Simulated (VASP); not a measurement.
# Al5N (P1) in VASP: single point with PBE

Aim: the single point of Al5N with PBE.

Everything below comes from runs of VASP 6.6.1. Logs are shortened: lines on timing, memory, paths and dates and some standing lists are left out, and cuts for length are marked.

### 1 The cell of the first run

The typed cell holds 12 atoms: a = 4.727 Å, b = 4.959 Å, c = 8.459 Å, α = 87.31°, β = 89.26°, γ = 89.75°.

### 2 Single point, PBE, collinear spin, ferromagnetic start

INCAR

```
PREC = Accurate
ENCUT = 520
EDIFF = 1E-6
ISMEAR = 0
SIGMA = 0.1
LREAL = False
LASPH = True
NELM = 150
ALGO = Fast
ISIF = 2
LWAVE = False
LCHARG = False
ISPIN = 2
MAGMOM = 0 0 0 0 0 0 0 0 0 0 1 1
LORBIT = 11
GGA = PE
NBANDS = 36
```

KPOINTS

```
regular mesh
0
Gamma
  4 4 2
```

POSCAR

```
Al5N
1.0
    4.7270925833      0.0000000000      0.0000000000
    0.0216860485      4.9584615796      0.0000000000
    0.1086588621      0.3959822759      8.4494289620
Al N
10 2
Direct
    0.0463541625      0.8253754959      0.1794841396
    0.9746676851      0.3549577778      0.7037594865
    0.9711442439      0.3255914979      0.0340334600
    0.9714582052      0.8353088882      0.5242120800
    0.9755429919      0.3363609031      0.3731121291
    0.9091209708      0.8507199908      0.8661902732
    0.4857745149      0.4578504763      0.2145805976
    0.4502727273      0.0606005456      0.6770357861
    0.4800868190      0.9671322412      0.3636198022
    0.4581755136      0.4713342937      0.8821979396
    0.7632263288      0.6825288684      0.3326053350
    0.5141758370      0.8322390211      0.8491689713
```

Potentials or basis: VASP PAW PBE potentials, release 64 (Al, N).

Command:

```sh
> cat potpaw_PBE.64/Al/POTCAR potpaw_PBE.64/N/POTCAR > POTCAR
> mpirun -np 1 vasp_std > vasp.out
```

OUTCAR:

```text
PREC = Accurate
   ENCUT = 520
   EDIFF = 1E-6
   ISMEAR = 0
   LREAL = False
   LASPH = True
   NELM = 150
   ISIF = 2
   ISPIN = 2
   LORBIT = 11
   GGA = PE

 ion  position               nearest neighbor table
   1  0.046  0.825  0.179-  11 1.96   9 2.71   6 2.73   3 2.74   7 2.77   3 2.84   5 2.88   4 2.94
                             5 3.10   9 3.17   7 3.23
   2  0.975  0.355  0.704-   8 2.69   4 2.76   3 2.79   5 2.80   6 2.81  10 2.83   6 2.89   8 2.90
                            10 2.92   4 3.05
   3  0.971  0.326  0.034-  10 2.71   1 2.74   2 2.79   6 2.82   7 2.83  10 2.83   1 2.84   5 2.87
                             6 2.92   7 2.98
   4  0.971  0.835  0.524-  11 2.08   5 2.74   2 2.76   9 2.77   9 2.81   5 2.84   8 2.88   6 2.91
                             1 2.94   8 3.00   2 3.05
   5  0.976  0.336  0.373-  11 2.00   4 2.74   7 2.74   7 2.80   2 2.80   4 2.84   3 2.87   1 2.88
                             9 2.98   9 3.00   1 3.10
   6  0.909  0.851  0.866-  12 1.88   1 2.73   2 2.81   3 2.82  10 2.85   8 2.87   2 2.89   4 2.91
                             3 2.92   8 3.15  10 3.20
   7  0.486  0.458  0.215-  11 2.03   9 2.69   5 2.74   1 2.77   5 2.80  10 2.81   3 2.83   9 2.87
                             3 2.98   1 3.23
   8  0.450  0.061  0.677-  12 1.83   2 2.69   9 2.71  10 2.74   6 2.87   4 2.88   2 2.90   4 3.00
                             6 3.15  10 3.33
   9  0.480  0.967  0.364-  11 1.96   7 2.69   1 2.71   8 2.71   4 2.77   4 2.81   7 2.87   5 2.98
                             5 3.00   1 3.17
  10  0.458  0.471  0.882-  12 1.82   3 2.71   8 2.74   7 2.81   2 2.83   3 2.83   6 2.85   2 2.92
                             6 3.20   8 3.33
  11  0.763  0.683  0.333-   1 1.96   9 1.96   5 2.00   7 2.03   4 2.08
  12  0.514  0.832  0.849-  10 1.82   8 1.83   6 1.88

  LATTYP: Found a triclinic cell.
 ALAT       =     8.4594005990
 B/A-ratio  =     0.5861537048
 C/A-ratio  =     0.5587975800
 COS(alpha) =     0.0043735019
 COS(beta)  =     0.0128447472
 COS(gamma) =     0.0468654610

  Lattice vectors:

 A1 = (  -0.1086588621,  -0.3959822759,  -8.4494289620)
 A2 = (  -0.0216860485,  -4.9584615796,   0.0000000000)
 A3 = (  -4.7270925833,   0.0000000000,   0.0000000000)

Analysis of symmetry for initial positions (statically):
=====================================================================
 Subroutine PRICEL returns:
 Original cell was already a primitive cell.

 Routine SETGRP: Setting up the symmetry group for a
 triclinic supercell.

 Subroutine GETGRP returns: Found  1 space group operations
 (whereof  1 operations were pure point group operations)
 out of a pool of  2 trial point group operations.

The static configuration has the point symmetry C_1 .

Analysis of symmetry for dynamics (positions and initial velocities):
=====================================================================
 Subroutine PRICEL returns:
 Original cell was already a primitive cell.

 Routine SETGRP: Setting up the symmetry group for a
 triclinic supercell.

 Subroutine GETGRP returns: Found  1 space group operations
 (whereof  1 operations were pure point group operations)
 out of a pool of  2 trial point group operations.

The dynamic configuration has the point symmetry C_1 .

Analysis of structural, dynamic, and magnetic symmetry:
=====================================================================
 Subroutine PRICEL returns:
 Original cell was already a primitive cell.

 Routine SETGRP: Setting up the symmetry group for a
 triclinic supercell.

 Subroutine GETGRP returns: Found  1 space group operations
 (whereof  1 operations were pure point group operations)
 out of a pool of  2 trial point group operations.

The overall configuration has the point symmetry C_1 .

 Subroutine INISYM returns: Found  1 space group operations
 (whereof  1 operations are pure point group operations),
 and found     1 'primitive' translations

----------------------------------------------------------------------------------------

                                     Primitive cell

  volume of cell :     198.0471

  direct lattice vectors                    reciprocal lattice vectors
     4.727092583  0.000000000  0.000000000     0.211546523 -0.000925208 -0.002677109
     0.021686048  4.958461580  0.000000000     0.000000000  0.201675456 -0.009451515
     0.108658862  0.395982276  8.449428962     0.000000000  0.000000000  0.118351193

  length of vectors
     4.727092583  4.958509002  8.459400599     0.211565485  0.201896807  0.118351193

  position of ions in fractional coordinates (direct lattice)
     0.046354163  0.825375496  0.179484140
     0.974667685  0.354957778  0.703759486
     0.971144244  0.325591498  0.034033460
     0.971458205  0.835308888  0.524212080
     0.975542992  0.336360903  0.373112129
     0.909120971  0.850719991  0.866190273
     0.485774515  0.457850476  0.214580598
[... 40 lines left out ...]
     0.000000000  0.000000000  0.000000000

 Subroutine IBZKPT returns following result:
 ===========================================

 Found     20 irreducible k-points:

 Following reciprocal coordinates:
            Coordinates               Weight
  0.000000  0.000000  0.000000      1.000000
  0.250000  0.000000 -0.000000      2.000000
  0.500000  0.000000 -0.000000      1.000000
  0.000000  0.250000 -0.000000      2.000000
  0.250000  0.250000 -0.000000      2.000000
  0.500000  0.250000 -0.000000      2.000000
[... 12 lines left out ...]
  0.250000  0.500000  0.500000      2.000000
  0.500000  0.500000  0.500000      1.000000
   k-points           NKPTS =     20   k-points in BZ     NKDIM =     20   number of bands    NBANDS=     36
   number of dos      NEDOS =    301   number of ions     NIONS =     12
   total plane-waves  NPLWV =  92160
   dimension x,y,z NGX =    36 NGY =   40 NGZ =   64
   dimension x,y,z NGXF=    72 NGYF=   80 NGZF=  128
   ions per type =              10   2
   NGX,Y,Z   is equivalent  to a cutoff of  12.66, 13.41, 12.58 a.u.
   NGXF,Y,Z  is equivalent  to a cutoff of  25.32, 26.82, 25.15 a.u.
 SYSTEM =  unknown system
   PREC   = accura    normal or accurate (medium, high low for compatibility)
   ISTART =      0    job   : 0-new  1-cont  2-samecut
   ICHARG =      2    charge: 1-file 2-atom 10-const
   ISPIN  =      2    spin polarized calculation?
   LNONCOLLINEAR =      F non collinear calculations
   LSORBIT =      F    spin-orbit coupling
   LASPH  =      T    aspherical Exc in radial PAW
   ENCUT  =  520.0 eV  38.22 Ry    6.18 a.u.   8.79  9.22 15.73*2*pi/ulx,y,z
   NELM   =    150;   NELMIN=  2; NELMDL= -5     # of ELM steps
   EDIFF  = 0.1E-05   stopping-criterion for ELM
   LREAL  =      F    real-space projection
[... 7 lines left out ...]
   TEBEG  =    0.0;   TEEND  =   0.0 temperature during run
   PSTRESS=    0.0 pullay stress
   NELECT =      40.0000    total number of electrons
   NUPDOWN=      -1.0000    fix difference up-down
   EMIN   =  10.00;   EMAX   =-10.00  energy-range for DOS
   EFERMI =   0.00;   METHOD = LEGACY
   ISMEAR =     0;   SIGMA  =   0.10  broadening in eV -4-tet -1-fermi 0-gaus
   EFERMI_NEDOS =   21; number of points for ismear=-14 and -15
   IALGO  =     68    algorithm
   IMIX   =      4    mixing-type and parameters
     AMIX     =   0.40;   BMIX     =  1.00
     AMIX_MAG =   1.60;   BMIX_MAG =  1.00
  volume/ion in A,a.u.               =      16.50       111.37
  Fermi-wavevector in a.u.,A,eV,Ry     =   0.960518  1.815115 12.552656  0.922594
  Thomas-Fermi vector in A             =   2.089809
   LORBIT       =     11    0 simple, 1 ext, 2 COOP (PROOUT), +10 PAW based schemes
   GGA     = PE    functional components
   LHFCALC =     F    Hartree Fock is set to
   AEXX    =    0.0000 exact exchange contribution
   IVDW    =     0    specifies the selected vdW correction
   LEPSILON=     F    determine dielectric tensor
   LRPA    =     F    only Hartree local field effects (RPA)
 spin polarized calculation
 RMM-DIIS sequential band-by-band and
 Gauss-broadening in eV      SIGMA  =   0.10
  energy-cutoff  :      520.00
  volume of cell :      198.05
 maximum number of plane-waves:      5358
   NGX = 17   NGY = 19   NGZ = 31

 number of electron      39.9999999 magnetization      -0.0090027

 number of electron      39.9999999 magnetization       0.0003124

 Free energy of the ion-electron system (eV)
  ---------------------------------------------------
  ext. energy  EPLUGINS =         0.00000000
  ---------------------------------------------------
  free energy    TOTEN  =       -54.99651669 eV

  energy without entropy =      -54.98265222  energy(sigma->0) =      -54.98958446

 E-fermi :   6.6175     XC(G=0):  -9.7792

 val. band max:        6.5995366058   @ k =   0.2500   0.0000   0.5000
 cond. band min:       6.6569461017   @ k =   0.5000   0.2500  -0.0000
 fundamental gap:      0.0574094959
 Fermi energy:         6.6175039031

 spin component 1

 k-point     1 :       0.0000    0.0000    0.0000
  band No.  band energies     occupation
      1      -9.4645      1.00000
      2      -8.1223      1.00000
      3      -2.2233      1.00000
      4      -1.8168      1.00000
      5      -0.3884      1.00000
      6      -0.0076      1.00000
[... 689 lines left out ...]
     31      11.6110      0.00000
     32      11.7265      0.00000
 Fermi energy:         6.6175039031

 spin component 2

 k-point     1 :       0.0000    0.0000    0.0000
  band No.  band energies     occupation
      1      -9.4645      1.00000
      2      -8.1223      1.00000
      3      -2.2232      1.00000
      4      -1.8168      1.00000
      5      -0.3884      1.00000
      6      -0.0076      1.00000
[... 689 lines left out ...]
     31      11.6111      0.00000
     32      11.7265      0.00000
 [bands above 32 left out]

------------------------ aborting loop because EDIFF is reached ----------------------------------------

  FORCE on cell =-STRESS in cart. coord.  units (eV):
  Direction    XX          YY          ZZ          XY          YZ          ZX
  --------------------------------------------------------------------------------------
  -------------------------------------------------------------------------------------
  Total       -0.0823970     -0.1106141     -0.0474479      0.0382143      0.0018462     -0.0055969
  in kB       -0.6665823     -0.8948551     -0.3838480      0.3091488      0.0149358     -0.0452783
  external PRESSURE =      -0.6484284 kB  Pullay stress =       0.0000000 kB

 VOLUME and BASIS-vectors are now :
 -----------------------------------------------------------------------------
  energy-cutoff  :      520.00
  volume of cell :      198.05
      direct lattice vectors                 reciprocal lattice vectors
     4.727092583  0.000000000  0.000000000     0.211546523 -0.000925208 -0.002677109
     0.021686048  4.958461580  0.000000000     0.000000000  0.201675456 -0.009451515
     0.108658862  0.395982276  8.449428962     0.000000000  0.000000000  0.118351193

 POSITION                                       TOTAL-FORCE (eV/Angst)
 -----------------------------------------------------------------------------------
      0.25652      4.16367      1.51654        -0.006601      0.008020      0.008401
      4.69151      2.03872      5.94637         0.006214     -0.005682     -0.002278
      4.60145      1.62791      0.28756         0.000599     -0.004584     -0.008835
      4.66725      4.34943      4.42929         0.008697      0.012572      0.000841
      4.65932      1.81558      3.15258        -0.016292      0.021773      0.002822
      4.41007      4.56126      7.31881         0.003325      0.006011      0.009182
      2.32955      2.35520      1.81308         0.002528     -0.004526      0.002793
      2.20336      0.56858      5.72057        -0.005485      0.000831      0.002630
      2.32990      4.93948      3.07238         0.009068     -0.015589     -0.002908
      2.27192      2.68643      7.45407        -0.002591     -0.003178     -0.003225
      3.65878      3.51600      2.81033         0.002731     -0.014835     -0.010123
      2.54087      4.46288      7.17499        -0.002193     -0.000812      0.000699
 -----------------------------------------------------------------------------------
    total drift:                                0.000073      0.000095     -0.000146

  FREE ENERGIE OF THE ION-ELECTRON SYSTEM (eV)
  ---------------------------------------------------
  free  energy   TOTEN  =       -54.9965166932 eV

  energy  without entropy=      -54.9826522236  energy(sigma->0) =      -54.98958446

 total charge

# of ion       s       p       d       tot
------------------------------------------
    1        0.418   0.359   0.000   0.777
    2        0.432   0.360   0.000   0.792
    3        0.432   0.358   0.000   0.790
    4        0.421   0.329   0.000   0.750
    5        0.430   0.333   0.000   0.762
    6        0.413   0.347   0.000   0.760
    7        0.411   0.350   0.000   0.761
    8        0.420   0.374   0.000   0.794
    9        0.409   0.366   0.000   0.775
   10        0.422   0.374   0.000   0.797
   11        1.256   2.519   0.000   3.775
   12        1.259   2.518   0.000   3.776
--------------------------------------------------
tot          6.723   8.588   0.000  15.311

 magnetization (x)

# of ion       s       p       d       tot
------------------------------------------
    1       -0.000   0.000   0.000  -0.000
    2       -0.000  -0.000   0.000  -0.000
    3       -0.000   0.000   0.000   0.000
    4       -0.000   0.000   0.000  -0.000
    5       -0.000   0.000   0.000  -0.000
    6       -0.000   0.000   0.000  -0.000
    7       -0.000  -0.000   0.000  -0.000
    8       -0.000   0.000   0.000  -0.000
    9       -0.000   0.000   0.000  -0.000
   10       -0.000   0.000   0.000  -0.000
   11        0.000   0.000   0.000   0.000
   12        0.000  -0.000   0.000  -0.000
--------------------------------------------------
tot         -0.000   0.000   0.000  -0.000
```

Run time: 12 min. Hardware: 1 thread of Oxide Virtual Turin-like, shared host; peak memory 0.42 GiB.

What came out:

- Free energy: -54.9965 eV
- Pressure: -0.1 GPa
- Largest force: 0.027 eV/Å
- Band gap on the k mesh: zero (filled and empty bands overlap)
- Net moment: 0.00 μB per cell
- Valence electrons inside the program's atomic spheres: Al 0.78, 0.79, 0.75, 0.76, 0.80 (each value once); N 3.77, 3.78

Forces in eV/Å, atoms in the order of the input:
```
Al  -0.007  0.008  0.008
Al   0.006 -0.006 -0.002
Al   0.001 -0.005 -0.009
Al   0.009  0.013  0.001
Al  -0.016  0.022  0.003
Al   0.003  0.006  0.009
Al   0.003 -0.005  0.003
Al  -0.005  0.001  0.003
Al   0.009 -0.016 -0.003
Al  -0.003 -0.003 -0.003
N    0.003 -0.015 -0.010
N   -0.002 -0.001  0.001
```

Caveat: the k points lie up to 0.37 Å⁻¹ apart, too coarse for converged energies and pressures of a metal.

The gap in the log of VASP goes by the Fermi energy; the results here count the filled bands.